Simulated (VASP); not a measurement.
# GaP (F-43m) in VASP: notebook

Runs on GaP. Level: PBE. Tasks: single point, relaxation of cell and atoms.

All numbers are computed with VASP 6.6.1; they aren't measurements. Logs are shortened: lines on timing, memory, paths and dates and some standing lists are left out, and cuts for length are marked.

**1. The cell of the first run**

The structure is cubic, space group F-43m (No. 216). Conventional cell: a = 5.452 Å, b = 5.452 Å, c = 5.452 Å, α = 90.00°, β = 90.00°, γ = 90.00°. Ga (site symmetry -43m) has 4 P at 2.36 Å within 3.1 Å. Within 3.1 Å of P (site symmetry -43m) lie 4 Ga at 2.36 Å.

**2. Single point, PBE**

Input file INCAR:

```
SYSTEM = GaP
PREC = Accurate
ENCUT = 520
EDIFF = 1E-6
ISMEAR = 0
SIGMA = 0.1
LREAL = .False.
LASPH = .True.
NELM = 100
ALGO = Normal
ISIF = 2
LWAVE = .False.
LCHARG = .True.
GGA = PE
LELF = .True.
LVHAR = .True.
NBANDS = 16
```

Input file KPOINTS:

```
regular mesh
0
Gamma
  6 6 6
  0 0 0
```

Input file POSCAR:

```
GaP
1.0
    0.0000000000      2.7258124900      2.7258124900
    2.7258124900      0.0000000000      2.7258124900
    2.7258124900      2.7258124900      0.0000000000
Ga P
1 1
Direct
    0.0000000000      0.0000000000      0.0000000000
    0.7500000000      0.7500000000      0.7500000000
```

Potentials or basis: VASP PAW PBE potentials, release 64 (Ga_d, P).

Command:

```bash
> cat potpaw_PBE.64/Ga_d/POTCAR potpaw_PBE.64/P/POTCAR > POTCAR
> mpirun -np 1 vasp_std > vasp.out
```

OUTCAR:

```text
SYSTEM = GaP
   PREC = Accurate
   ENCUT = 520
   EDIFF = 1E-6
   ISMEAR = 0
   LREAL = .False.
   LASPH = .True.
   NELM = 100
   ISIF = 2
   GGA = PE

 ion  position               nearest neighbor table
   1  0.000  0.000  0.000-   2 2.36   2 2.36   2 2.36   2 2.36
   2  0.750  0.750  0.750-   1 2.36   1 2.36   1 2.36   1 2.36

  LATTYP: Found a face centered cubic cell.
 ALAT       =     5.4516249800

  Lattice vectors:

 A1 = (   0.0000000000,   2.7258124900,   2.7258124900)
 A2 = (   2.7258124900,   0.0000000000,   2.7258124900)
 A3 = (   2.7258124900,   2.7258124900,   0.0000000000)

Analysis of symmetry for initial positions (statically):
=====================================================================
 Subroutine PRICEL returns:
 Original cell was already a primitive cell.

 Routine SETGRP: Setting up the symmetry group for a
 face centered cubic supercell.

 Subroutine GETGRP returns: Found 24 space group operations
 (whereof 24 operations were pure point group operations)
 out of a pool of 48 trial point group operations.

The static configuration has the point symmetry T_d .

Analysis of symmetry for dynamics (positions and initial velocities):
=====================================================================
 Subroutine PRICEL returns:
 Original cell was already a primitive cell.

 Routine SETGRP: Setting up the symmetry group for a
 face centered cubic supercell.

 Subroutine GETGRP returns: Found 24 space group operations
 (whereof 24 operations were pure point group operations)
 out of a pool of 48 trial point group operations.

The dynamic configuration has the point symmetry T_d .

 Subroutine INISYM returns: Found 24 space group operations
 (whereof 24 operations are pure point group operations),
 and found     1 'primitive' translations

----------------------------------------------------------------------------------------

                                     Primitive cell

  volume of cell :      40.5059

  direct lattice vectors                    reciprocal lattice vectors
     0.000000000  2.725812490  2.725812490    -0.183431546  0.183431546  0.183431546
     2.725812490  0.000000000  2.725812490     0.183431546 -0.183431546  0.183431546
     2.725812490  2.725812490  0.000000000     0.183431546  0.183431546 -0.183431546

  length of vectors
[... 71 lines left out ...]
   ENCUT  =  520.0 eV  38.22 Ry    6.18 a.u.   7.17  7.17  7.17*2*pi/ulx,y,z
   NELM   =    100;   NELMIN=  2; NELMDL= -5     # of ELM steps
   EDIFF  = 0.1E-05   stopping-criterion for ELM
   LREAL  =      F    real-space projection
   EDIFFG = 0.1E-04   stopping-criterion for IOM
   NSW    =      0    number of steps for IOM
   IBRION =     -1    ionic relax: 0-MD 1-quasi-New 2-CG
   NFREE  =      0    steps in history (QN), initial steepest desc. (CG)
   ISIF   =      2    stress and relaxation
   ISYM   =      2    0-nonsym 1-usesym 2-fastsym
   POTIM  = 0.5000    time-step for ionic-motion
   TEBEG  =    0.0;   TEEND  =   0.0 temperature during run
   PSTRESS=    0.0 pullay stress
   NELECT =      18.0000    total number of electrons
   NUPDOWN=      -1.0000    fix difference up-down
   EMIN   =  10.00;   EMAX   =-10.00  energy-range for DOS
   EFERMI =   0.00;   METHOD = LEGACY
   ISMEAR =     0;   SIGMA  =   0.10  broadening in eV -4-tet -1-fermi 0-gaus
   EFERMI_NEDOS =   21; number of points for ismear=-14 and -15
   IALGO  =     38    algorithm
   IMIX   =      4    mixing-type and parameters
     AMIX     =   0.40;   BMIX     =  1.00
     AMIX_MAG =   1.60;   BMIX_MAG =  1.00
  volume/ion in A,a.u.               =      20.25       136.67
  Fermi-wavevector in a.u.,A,eV,Ry     =   1.249280  2.360796 21.234610  1.560700
  Thomas-Fermi vector in A             =   2.383328
   LORBIT       =      0    0 simple, 1 ext, 2 COOP (PROOUT), +10 PAW based schemes
   GGA     = PE    functional components
   LHFCALC =     F    Hartree Fock is set to
   AEXX    =    0.0000 exact exchange contribution
   IVDW    =     0    specifies the selected vdW correction
   LEPSILON=     F    determine dielectric tensor
   LRPA    =     F    only Hartree local field effects (RPA)
 non-spin polarized calculation
 Gauss-broadening in eV      SIGMA  =   0.10
  energy-cutoff  :      520.00
  volume of cell :       40.51
 maximum number of plane-waves:      1113
 NGX is ok and might be reduce to    30
   NGX = 15   NGY = 15   NGZ = 15

 number of electron      17.9999989 magnetization

 Free energy of the ion-electron system (eV)
  ---------------------------------------------------
  ext. energy  EPLUGINS =         0.00000000
  ---------------------------------------------------
  free energy    TOTEN  =        -9.10275411 eV

  energy without entropy =       -9.10275411  energy(sigma->0) =       -9.10275411

 E-fermi :   5.0619     XC(G=0):  -9.8273

 val. band max:        4.6523884117   @ k =   0.0000   0.0000   0.0000
 cond. band min:       6.3047222460   @ k =   0.5000   0.5000   0.0000
 fundamental gap:      1.6523338343
 Fermi energy:         5.0618997481

 k-point     1 :       0.0000    0.0000    0.0000
  band No.  band energies     occupation
      1      -9.9044      2.00000
      2      -9.9044      2.00000
      3      -9.9044      2.00000
      4      -9.8051      2.00000
      5      -9.8051      2.00000
      6      -7.8359      2.00000
[... 281 lines left out ...]
      3      -9.8445      2.00000
      4      -9.8255      2.00000
      5      -9.7919      2.00000
      6      -4.8033      2.00000
[... 8 lines left out ...]
     15      16.5536      0.00000
     16      18.2628      0.00000

------------------------ aborting loop because EDIFF is reached ----------------------------------------

  FORCE on cell =-STRESS in cart. coord.  units (eV):
  Direction    XX          YY          ZZ          XY          YZ          ZX
  --------------------------------------------------------------------------------------
  -------------------------------------------------------------------------------------
  Total        0.6045426      0.6045426      0.6045426      0.0000000      0.0000000     -0.0000000
  in kB       23.9122002     23.9122002     23.9122002      0.0000000      0.0000000     -0.0000000
  external PRESSURE =      23.9122002 kB  Pullay stress =       0.0000000 kB

 VOLUME and BASIS-vectors are now :
 -----------------------------------------------------------------------------
  energy-cutoff  :      520.00
  volume of cell :       40.51
      direct lattice vectors                 reciprocal lattice vectors
     0.000000000  2.725812490  2.725812490    -0.183431546  0.183431546  0.183431546
     2.725812490  0.000000000  2.725812490     0.183431546 -0.183431546  0.183431546
     2.725812490  2.725812490  0.000000000     0.183431546  0.183431546 -0.183431546

 POSITION                                       TOTAL-FORCE (eV/Angst)
 -----------------------------------------------------------------------------------
      0.00000      0.00000      0.00000        -0.000000     -0.000000     -0.000000
      4.08872      4.08872      4.08872         0.000000      0.000000      0.000000
 -----------------------------------------------------------------------------------
    total drift:                               -0.000002     -0.000002     -0.000002

  FREE ENERGIE OF THE ION-ELECTRON SYSTEM (eV)
  ---------------------------------------------------
  free  energy   TOTEN  =        -9.1027541070 eV

  energy  without entropy=       -9.1027541070  energy(sigma->0) =       -9.10275411
```

OSZICAR:

```text
N       E                     dE             d eps       ncg     rms          rms(c)
DAV:   1     0.794510825413E+02    0.79451E+02   -0.89108E+03   544   0.162E+03
DAV:   2    -0.348377833514E+01   -0.82935E+02   -0.79621E+02   608   0.308E+02
DAV:   3    -0.927814876881E+01   -0.57944E+01   -0.57810E+01   632   0.634E+01
DAV:   4    -0.937395240473E+01   -0.95804E-01   -0.95775E-01   656   0.900E+00
DAV:   5    -0.937583341430E+01   -0.18810E-02   -0.18810E-02   624   0.108E+00    0.425E+00
DAV:   6    -0.912949032454E+01    0.24634E+00   -0.37786E-01   800   0.105E+01    0.282E+00
DAV:   7    -0.910181969910E+01    0.27671E-01   -0.96841E-02   648   0.209E+00    0.112E+00
DAV:   8    -0.910219498893E+01   -0.37529E-03   -0.13789E-02   608   0.142E+00    0.202E-01
DAV:   9    -0.910260770426E+01   -0.41272E-03   -0.13413E-03   616   0.505E-01    0.793E-02
DAV:  10    -0.910268237037E+01   -0.74666E-04   -0.11723E-04   768   0.122E-01    0.389E-02
DAV:  11    -0.910275449981E+01   -0.72129E-04   -0.98887E-05   576   0.840E-02    0.525E-03
DAV:  12    -0.910275410700E+01    0.39281E-06   -0.28945E-06   616   0.223E-02
   1 F= -.91027541E+01 E0= -.91027541E+01  d E =-.408298E-10
```

stdout:

```text
POSCAR found type information on POSCAR GaP
 POSCAR found :  2 types and       2 ions
 scaLAPACK will be used
 LDA part: xc-table for (Slater+PW92), standard interpolation
 POSCAR, INCAR and KPOINTS ok, starting setup
 FFT: planning ... GRIDC
 FFT: planning ... GRID_SOFT
 FFT: planning ... GRID
 WAVECAR not read
 entering main loop
```

Wall time 8.8 s (1 thread of Intel Xeon Platinum 8488C (Sapphire Rapids), shared host); peak memory 0.16 GiB.

Results:

```
Free energy            : -9.1028 eV
Pressure               : 2.4 GPa
Band gap on the k mesh : 1.65 eV, indirect (least direct gap 1.82 eV)
```

Levels at points of the mesh, in eV from the valence-band top:
| k point | band 7 | band 8 | band 9 | band 10 | band 11 | band 12 |
| --- | --- | --- | --- | --- | --- | --- |
| (0.00, 0.00, 0.00) | 0.00 | 0.00 | 0.00 | 1.82 | 3.89 | 3.89 |
| (0.50, 0.00, 0.00) | -6.63 | -1.12 | -1.12 | 1.67 | 4.72 | 4.72 |
| (0.50, 0.50, 0.00) | -6.75 | -2.68 | -2.68 | 1.65 | 1.82 | 10.59 |

**3. Relaxation of cell and atoms, PBE**

Input file INCAR:

```
ALGO = Normal
EDIFF = 1E-6
EDIFFG = -0.005
ENCUT = 600
GGA = PE
IBRION = 2
ISIF = 3
ISMEAR = 0
LASPH = True
LCHARG = False
LREAL = False
LWAVE = False
NELM = 100
NSW = 100
PREC = Accurate
SIGMA = 0.02
```

Input file KPOINTS:

```
k-points
0
Gamma
  8 8 8
```

POSCAR is that of step 2.

Potentials or basis: VASP PAW PBE potentials, release 64 (Ga_d, P).

Command:

```bash
> cat potpaw_PBE.64/Ga_d/POTCAR potpaw_PBE.64/P/POTCAR > POTCAR
> mpirun -np 1 vasp_std > vasp.out
```

Wall time 39 s (1 thread of Intel Xeon Platinum 8488C (Sapphire Rapids), shared host); peak memory 0.19 GiB.

It converged, with:

```yaml
Free_energy: -9.1253 eV
Relaxed_volume: 20.86 Å³/atom
Relaxed_cell: a = 3.893 Å, b = 3.893 Å, c = 3.893 Å, α = 60.00°, β = 60.00°, γ = 60.00°
Space_group_after_relaxing_to_0.05_Å: F-43m (No. 216)
Energy_gained_by_relaxing: 4.4 meV/atom
Ionic_steps: 6
Pressure_after_relaxing: 0.0 GPa
Band_gap_on_the_k_mesh: 1.58 eV, direct
```

Step by step:
| step | energy change (eV) | largest force (eV/Å) | pressure (GPa) | volume (Å³) |
| --- | --- | --- | --- | --- |
| 1 | 0.0000 | 0.0000 | 2.36 | 40.51 |
| 2 | -0.0070 | 0.0000 | -1.01 | 42.28 |
| 3 | -0.0088 | 0.0000 | 0.05 | 41.72 |
| 4 | -0.0088 | 0.0000 | -0.09 | 41.75 |
| 5 | -0.0088 | 0.0000 | 0.11 | 41.68 |
| 6 | -0.0088 | 0.0000 | -0.03 | 41.71 |

Final structure:
```yaml
crystal:
  lattice:
    - [0.00000, 2.75265, 2.75265]
    - [2.75265, 0.00000, 2.75265]
    - [2.75265, 2.75265, 0.00000]
  atoms:
    - { symbol: Ga, position: [0.00000, 0.00000, 0.00000] }
    - { symbol: P, position: [0.75000, 0.75000, 0.75000] }
```

Levels at points of the mesh, in eV from the valence-band top:
```csv
k point,band 5,band 6,band 7,band 8,band 9,band 10,band 11,band 12,band 13
"(0.00, 0.00, 0.00)",-14.41,-12.27,0.00,0.00,0.00,1.58,3.90,3.90,3.90
"(0.50, 0.00, 0.00)",-14.41,-10.30,-6.46,-1.07,-1.07,1.58,4.73,4.73,8.23
"(0.50, 0.50, 0.00)",-14.39,-9.44,-6.61,-2.58,-2.58,1.72,1.85,10.37,10.37
```
